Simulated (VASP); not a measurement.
# FeNi3 (I4/mmm) in VASP: notebook

FeNi3 is run at these levels: PBEsol; tasks: single point.

Program: VASP 6.6.1. These are calculated values, not measurements. Logs are shortened: lines on timing, memory, paths and dates and some standing lists are left out, and cuts for length are marked.

### 1 The cell of the first run

It takes space group I4/mmm (No. 139, tetragonal). Conventional cell: a = 3.734 Å, b = 3.734 Å, c = 7.481 Å, α = 90.00°, β = 90.00°, γ = 90.00°. Within 3.5 Å of Fe (site symmetry 4/mmm) lie 12 Ni at 2.64 Å. Ni (site symmetry 4/mmm) has 4 Fe at 2.64 Å and 8 Ni at 2.64 Å within 3.5 Å. Within 3.5 Å of Ni (site symmetry -4m2) lie 8 Ni at 2.64 Å and 4 Fe at 2.64 Å.

### 2 Single point, PBEsol

The input, INCAR:

```
ALGO = Fast
EDIFF = 1E-6
ENCUT = 520
GGA = PS
ISIF = 2
ISMEAR = 0
LASPH = T
LCHARG = F
LREAL = F
LWAVE = F
NBANDS = 27
NELM = 100
PREC = Accurate
SIGMA = 0.1
```

The input, KPOINTS:

```
k-points
0
Gamma
  16 16 16
```

The input, POSCAR:

```
FeNi3
1.0
   -1.8672052387      1.8672052387      3.7403640481
    1.8672052387     -1.8672052387      3.7403640481
    1.8672052387      1.8672052387     -3.7403640481
Fe Ni
1 3
Direct
    0.0000000000      0.0000000000      0.0000000000
    0.5000000000      0.5000000000      0.0000000000
    0.7500000000      0.2500000000      0.5000000000
    0.2500000000      0.7500000000      0.5000000000
```

Potentials or basis: VASP PAW PBE potentials, release 64 (Fe, Ni).

Launch:

```bash
cat potpaw_PBE.64/Fe/POTCAR potpaw_PBE.64/Ni/POTCAR > POTCAR
mpirun -np 1 vasp_std > vasp.out
```

OUTCAR:

```text
EDIFF = 1E-6
   ENCUT = 520
   GGA = PS
   ISIF = 2
   ISMEAR = 0
   LASPH = T
   LREAL = F
   NELM = 100
   PREC = Accurate

 ion  position               nearest neighbor table
   1  0.000  0.000  0.000-   2 2.64   2 2.64   2 2.64   2 2.64   4 2.64   3 2.64   4 2.64   4 2.64
                             3 2.64   3 2.64   4 2.64   3 2.64
   2  0.500  0.500  0.000-   1 2.64   1 2.64   1 2.64   1 2.64   4 2.64   3 2.64   4 2.64   3 2.64
                             4 2.64   4 2.64   3 2.64   3 2.64
   3  0.750  0.250  0.500-   4 2.64   4 2.64   4 2.64   4 2.64   2 2.64   1 2.64   2 2.64   1 2.64
                             2 2.64   2 2.64   1 2.64   1 2.64
   4  0.250  0.750  0.500-   3 2.64   3 2.64   3 2.64   3 2.64   2 2.64   1 2.64   2 2.64   2 2.64
                             1 2.64   1 2.64   2 2.64   1 2.64

  LATTYP: Found a body centered tetragonal cell.
 ALAT       =     3.7344104774
 C/A-ratio  =     2.0031884929

  Lattice vectors:

 A1 = (  -1.8672052387,   1.8672052387,   3.7403640481)
 A2 = (   1.8672052387,  -1.8672052387,   3.7403640481)
 A3 = (   1.8672052387,   1.8672052387,  -3.7403640481)

Analysis of symmetry for initial positions (statically):
=====================================================================
 Subroutine PRICEL returns:
 Original cell was already a primitive cell.

 Routine SETGRP: Setting up the symmetry group for a
 body centered tetragonal supercell.

 Subroutine GETGRP returns: Found 16 space group operations
 (whereof 16 operations were pure point group operations)
 out of a pool of 16 trial point group operations.

The static configuration has the point symmetry D_4h.

Analysis of symmetry for dynamics (positions and initial velocities):
=====================================================================
 Subroutine PRICEL returns:
 Original cell was already a primitive cell.

 Routine SETGRP: Setting up the symmetry group for a
 body centered tetragonal supercell.

 Subroutine GETGRP returns: Found 16 space group operations
 (whereof 16 operations were pure point group operations)
 out of a pool of 16 trial point group operations.

The dynamic configuration has the point symmetry D_4h.

 Subroutine INISYM returns: Found 16 space group operations
 (whereof 16 operations are pure point group operations),
 and found     1 'primitive' translations

----------------------------------------------------------------------------------------

[... 92 lines left out ...]
   LSORBIT =      F    spin-orbit coupling
   LASPH  =      T    aspherical Exc in radial PAW
   ENCUT  =  520.0 eV  38.22 Ry    6.18 a.u.   8.51  8.51  8.51*2*pi/ulx,y,z
   NELM   =    100;   NELMIN=  2; NELMDL= -5     # of ELM steps
   EDIFF  = 0.1E-05   stopping-criterion for ELM
   LREAL  =      F    real-space projection
   EDIFFG = 0.1E-04   stopping-criterion for IOM
   NSW    =      0    number of steps for IOM
   IBRION =     -1    ionic relax: 0-MD 1-quasi-New 2-CG
   NFREE  =      0    steps in history (QN), initial steepest desc. (CG)
   ISIF   =      2    stress and relaxation
   ISYM   =      2    0-nonsym 1-usesym 2-fastsym
   POTIM  = 0.5000    time-step for ionic-motion
   TEBEG  =    0.0;   TEEND  =   0.0 temperature during run
   PSTRESS=    0.0 pullay stress
   NELECT =      38.0000    total number of electrons
   NUPDOWN=      -1.0000    fix difference up-down
   EMIN   =  10.00;   EMAX   =-10.00  energy-range for DOS
   EFERMI =   0.00;   METHOD = LEGACY
   ISMEAR =     0;   SIGMA  =   0.10  broadening in eV -4-tet -1-fermi 0-gaus
   EFERMI_NEDOS =   21; number of points for ismear=-14 and -15
   IALGO  =     68    algorithm
   IMIX   =      4    mixing-type and parameters
     AMIX     =   0.40;   BMIX     =  1.00
     AMIX_MAG =   1.60;   BMIX_MAG =  1.00
  volume/ion in A,a.u.               =      13.04        88.00
  Fermi-wavevector in a.u.,A,eV,Ry     =   1.473047  2.783656 29.522853  2.169868
  Thomas-Fermi vector in A             =   2.587988
   LORBIT       =      0    0 simple, 1 ext, 2 COOP (PROOUT), +10 PAW based schemes
   GGA     = PS    functional components
   LHFCALC =     F    Hartree Fock is set to
   AEXX    =    0.0000 exact exchange contribution
   IVDW    =     0    specifies the selected vdW correction
   LEPSILON=     F    determine dielectric tensor
   LRPA    =     F    only Hartree local field effects (RPA)
 non-spin polarized calculation
 RMM-DIIS sequential band-by-band and
 Gauss-broadening in eV      SIGMA  =   0.10
  energy-cutoff  :      520.00
  volume of cell :       52.16
 maximum number of plane-waves:      1432
 NGX is ok and might be reduce to    36
   NGX = 17   NGY = 17   NGZ = 17

 number of electron      37.9999998 magnetization

 Free energy of the ion-electron system (eV)
  ---------------------------------------------------
  ext. energy  EPLUGINS =         0.00000000
  ---------------------------------------------------
  free energy    TOTEN  =       -25.34848903 eV

  energy without entropy =      -25.28286930  energy(sigma->0) =      -25.31567917

 E-fermi :   6.1562     XC(G=0): -12.4384

 val. band max:        6.1556060681   @ k =  -0.1875  -0.3750   0.1875
 cond. band min:       6.1575436100   @ k =  -0.1875  -0.2500   0.1875
 fundamental gap:      0.0019375418
 Fermi energy:         6.1562192247

 k-point     1 :       0.0000    0.0000    0.0000
  band No.  band energies     occupation
      1      -1.5869      2.00000
      2       2.6889      2.00000
      3       3.1823      2.00000
      4       3.4327      2.00000
      5       3.4880      2.00000
      6       3.9927      2.00000
[... 709 lines left out ...]
     26      12.9659      0.00000
     27      14.3791      0.00000

 [... further k-points ...]
[... 5 lines left out ...]
  --------------------------------------------------------------------------------------
  -------------------------------------------------------------------------------------
  Total      -11.1239848    -11.1239848    -11.1087039      0.0000000      0.0000000      0.0000000
  in kB     -341.6748307   -341.6748307   -341.2054755      0.0000000      0.0000000      0.0000000
  external PRESSURE =    -341.5183790 kB  Pullay stress =       0.0000000 kB

 VOLUME and BASIS-vectors are now :
 -----------------------------------------------------------------------------
  energy-cutoff  :      520.00
  volume of cell :       52.16
      direct lattice vectors                 reciprocal lattice vectors
    -1.867205239  1.867205239  3.740364048     0.000000000  0.267779883  0.133676828
     1.867205239 -1.867205239  3.740364048     0.267779883  0.000000000  0.133676828
     1.867205239  1.867205239 -3.740364048     0.267779883  0.267779883  0.000000000

 POSITION                                       TOTAL-FORCE (eV/Angst)
 -----------------------------------------------------------------------------------
      0.00000      0.00000      0.00000        -0.000000      0.000000     -0.000000
      0.00000      0.00000      3.74036        -0.000000      0.000000     -0.000000
      0.00000      1.86721      1.87018         0.000000     -0.000000     -0.000000
      1.86721      0.00000      1.87018        -0.000000      0.000000      0.000000
 -----------------------------------------------------------------------------------
    total drift:                               -0.000000      0.000000      0.000000

  FREE ENERGIE OF THE ION-ELECTRON SYSTEM (eV)
  ---------------------------------------------------
  free  energy   TOTEN  =       -25.3484890343 eV

  energy  without entropy=      -25.2828692998  energy(sigma->0) =      -25.31567917
```

OSZICAR:

```text
N       E                     dE             d eps       ncg     rms          rms(c)
DAV:   1     0.239037842360E+03    0.23904E+03   -0.17337E+04 19238   0.190E+03
DAV:   2    -0.171037227399E+02   -0.25614E+03   -0.24626E+03 18852   0.344E+02
DAV:   3    -0.307862065811E+02   -0.13682E+02   -0.12938E+02 19611   0.109E+02
DAV:   4    -0.309728565806E+02   -0.18665E+00   -0.18612E+00 20721   0.134E+01
[... 10 lines left out ...]
RMM:  15    -0.253484991057E+02    0.69776E-04   -0.51289E-04 22465   0.150E-01    0.108E-01
RMM:  16    -0.253485274129E+02   -0.28307E-04   -0.12950E-04 20601   0.109E-01    0.967E-02
RMM:  17    -0.253484881122E+02    0.39301E-04   -0.57633E-05 20921   0.720E-02    0.165E-02
RMM:  18    -0.253484886912E+02   -0.57906E-06   -0.20391E-05 24362   0.272E-02    0.660E-03
RMM:  19    -0.253484890343E+02   -0.34301E-06   -0.18560E-06 12257   0.123E-02
   1 F= -.25348489E+02 E0= -.25315679E+02  d E =-.656197E-01
```

It took 5.6 min on 1 thread of Intel Xeon 6975P-C (Granite Rapids), shared host; peak memory 0.55 GiB.

What came out:

```
Free energy            : -25.3485 eV
Pressure               : -34.2 GPa
Band gap on the k mesh : zero (bands 19 and 20 overlap by 0.50 eV)
```

Caveat: the cell stands under tension; the PAW data sets were made with another functional, which shifts forces and pressure a little; the run has no spin polarisation, though such a crystal can be magnetic.

### 3 Single point, PBEsol

This run uses another cell than the first one, of 11.05 Å³/atom.

The input, INCAR:

```
SYSTEM = FeNi3
PREC = Accurate
ENCUT = 520
EDIFF = 1E-7
ISMEAR = 0
SIGMA = 0.1
LREAL = .False.
LASPH = .True.
NELM = 100
ALGO = Fast
ISIF = 2
LWAVE = .False.
LCHARG = .True.
GGA = PS
LELF = .True.
LVHAR = .True.
NBANDS = 27
```

The input, KPOINTS:

```
Automatic mesh
0
Gamma
  16 16 16
  0 0 0
```

The input, POSCAR:

```
FeNi3
1.0
   -1.7669790000      1.7669790000      3.5395920000
    1.7669790000     -1.7669790000      3.5395920000
    1.7669790000      1.7669790000     -3.5395920000
Fe Ni
1 3
Direct
    0.0000000000      0.0000000000      0.0000000000
    0.5000000000      0.5000000000      0.0000000000
    0.7500000000      0.2500000000      0.5000000000
    0.2500000000      0.7500000000      0.5000000000
```

Potentials or basis: VASP PAW PBE potentials, release 64 (Fe, Ni).

Launch:

```bash
cat potpaw_PBE.64/Fe/POTCAR potpaw_PBE.64/Ni/POTCAR > POTCAR
mpirun -np 1 vasp_std > vasp.out
```

It took 5.1 min on 1 thread of AMD EPYC 9R45 (Zen 5), shared host; peak memory 0.44 GiB.

The run converged. Its results:

| Quantity | Value |
| --- | --- |
| Free energy | -26.6964 eV |
| Pressure | -16.6 GPa |
| Band gap on the k mesh | zero (bands 19 and 20 overlap by 0.64 eV) |

Stress tensor (GPa, compression positive):
```
-16.62   0.00   0.00
  0.00 -16.62   0.00
  0.00   0.00 -16.70
```

Levels at points of the mesh, in eV from the Fermi level:
| k point | band 16 | band 17 | band 18 | band 19 | band 20 | band 21 | band 22 | band 23 |
| --- | --- | --- | --- | --- | --- | --- | --- | --- |
| (0.00, 0.00, 0.00) | -0.35 | -0.05 | 0.14 | 0.27 | 0.27 | 0.62 | 2.51 | 7.99 |
| (0.50, 0.00, 0.00) | -0.94 | -0.70 | -0.43 | -0.40 | -0.11 | 0.12 | 0.46 | 4.09 |
| (0.50, 0.50, 0.00) | -0.59 | -0.25 | -0.16 | -0.05 | 0.11 | 0.16 | 0.26 | 1.23 |
| (0.50, 0.50, 0.50) | -0.37 | -0.06 | 0.16 | 0.28 | 0.33 | 0.33 | 0.60 | 2.55 |

Caveat: the cell stands under tension; the PAW data sets were made with another functional, which shifts forces and pressure a little; the run has no spin polarisation, though such a crystal can be magnetic.

### 4 Single point, PBEsol

This run uses another cell than the first one, of 11.05 Å³/atom.

The input, INCAR:

```
  ALGO = Fast
  EDIFF = 1E-7
  ENCUT = 520
  GGA = PS
  ISIF = 2
  ISMEAR = 0
  LASPH = T
  LCHARG = F
  LREAL = F
  LWAVE = F
  NBANDS = 27
  NELM = 80
  PREC = Accurate
  SIGMA = 0.1
```

The input, KPOINTS:

```
k-points
0
Gamma
  16 16 16
```

POSCAR is that of step 3.

Potentials or basis: VASP PAW PBE potentials, release 64 (Fe, Ni).

Launch:

```bash
cat potpaw_PBE.64/Fe/POTCAR potpaw_PBE.64/Ni/POTCAR > POTCAR
mpirun -np 1 vasp_std > vasp.out
```

OUTCAR:

```text
EDIFF = 1E-7
   ENCUT = 520
   GGA = PS
   ISIF = 2
   ISMEAR = 0
   LASPH = T
   LREAL = F
   NELM = 80
   PREC = Accurate

 ion  position               nearest neighbor table
   1  0.000  0.000  0.000-   2 2.50   2 2.50   2 2.50   2 2.50   4 2.50   3 2.50   4 2.50   4 2.50
                             3 2.50   3 2.50   4 2.50   3 2.50
   2  0.500  0.500  0.000-   1 2.50   1 2.50   1 2.50   1 2.50   4 2.50   3 2.50   4 2.50   3 2.50
                             4 2.50   4 2.50   3 2.50   3 2.50
   3  0.750  0.250  0.500-   4 2.50   4 2.50   4 2.50   4 2.50   2 2.50   1 2.50   2 2.50   1 2.50
                             2 2.50   2 2.50   1 2.50   1 2.50
   4  0.250  0.750  0.500-   3 2.50   3 2.50   3 2.50   3 2.50   2 2.50   1 2.50   2 2.50   2 2.50
                             1 2.50   1 2.50   2 2.50   1 2.50

  LATTYP: Found a body centered tetragonal cell.
 ALAT       =     3.5339580000
 C/A-ratio  =     2.0031884929

  Lattice vectors:

 A1 = (  -1.7669790000,   1.7669790000,   3.5395920000)
 A2 = (   1.7669790000,  -1.7669790000,   3.5395920000)
[... 175 lines left out ...]
  ext. energy  EPLUGINS =         0.00000000
  ---------------------------------------------------
  free energy    TOTEN  =       -26.69639179 eV

  energy without entropy =      -26.64579997  energy(sigma->0) =      -26.67109588

 E-fermi :   8.1698     XC(G=0): -13.3813

 val. band max:        8.1695773727   @ k =  -0.3125  -0.4375   0.1250
 cond. band min:       8.1708989280   @ k =   0.5000   0.4375   0.0000
 fundamental gap:      0.0013215553
 Fermi energy:         8.1698364410

 k-point     1 :       0.0000    0.0000    0.0000
  band No.  band energies     occupation
      1      -0.6593      2.00000
      2       3.7636      2.00000
      3       4.3697      2.00000
      4       4.6666      2.00000
      5       4.7309      2.00000
      6       5.4211      2.00000
[... 709 lines left out ...]
     26      15.9215      0.00000
     27      17.7750      0.00000

 [... further k-points ...]
[... 5 lines left out ...]
  --------------------------------------------------------------------------------------
  -------------------------------------------------------------------------------------
  Total       -4.5843000     -4.5843000     -4.6075503      0.0000000     -0.0000000      0.0000000
  in kB     -166.1527894   -166.1527894   -166.9954715      0.0000000     -0.0000000      0.0000000
  external PRESSURE =    -166.4336834 kB  Pullay stress =       0.0000000 kB

 VOLUME and BASIS-vectors are now :
 -----------------------------------------------------------------------------
  energy-cutoff  :      520.00
  volume of cell :       44.21
      direct lattice vectors                 reciprocal lattice vectors
    -1.766979000  1.766979000  3.539592000     0.000000000  0.282968841  0.141259219
     1.766979000 -1.766979000  3.539592000     0.282968841  0.000000000  0.141259219
     1.766979000  1.766979000 -3.539592000     0.282968841  0.282968841  0.000000000

 POSITION                                       TOTAL-FORCE (eV/Angst)
 -----------------------------------------------------------------------------------
      0.00000      0.00000      0.00000        -0.000000      0.000000      0.000000
      0.00000      0.00000      3.53959        -0.000000      0.000000      0.000000
      0.00000      1.76698      1.76980        -0.000000     -0.000000     -0.000000
      1.76698      0.00000      1.76980         0.000000      0.000000     -0.000000
 -----------------------------------------------------------------------------------
    total drift:                               -0.000000     -0.000000      0.000000

  FREE ENERGIE OF THE ION-ELECTRON SYSTEM (eV)
  ---------------------------------------------------
  free  energy   TOTEN  =       -26.6963917888 eV

  energy  without entropy=      -26.6457999730  energy(sigma->0) =      -26.67109588
```

stdout:

```text
POSCAR found type information on POSCAR FeNi
 POSCAR found :  2 types and       4 ions
 scaLAPACK will be used
 -----------------------------------------------------------------------------
|                                                                             |
|                                                                             |
|     You enforced a specific xc type in the INCAR file but a different       |
|     I HOPE YOU KNOW WHAT YOU ARE DOING!                                     |
|                                                                             |
 -----------------------------------------------------------------------------

 LDA part: xc-table for (Slater+PW92), standard interpolation
 POSCAR, INCAR and KPOINTS ok, starting setup
 FFT: planning ... GRIDC
 FFT: planning ... GRID_SOFT
 FFT: planning ... GRID
 WAVECAR not read
 entering main loop
```

It took 5.2 min on 1 thread of AMD EPYC 9R45 (Zen 5), shared host; peak memory 0.44 GiB.

What came out:

```
Free energy            : -26.6964 eV
Pressure               : -16.6 GPa
Band gap on the k mesh : zero (bands 19 and 20 overlap by 0.64 eV)
```

Caveat: the cell stands under tension; the PAW data sets were made with another functional, which shifts forces and pressure a little; the run has no spin polarisation, though such a crystal can be magnetic. Spin polarisation is off, so any magnetic state and its effect on volume and gap are missing.

(Part 1 of 2 ends here.)
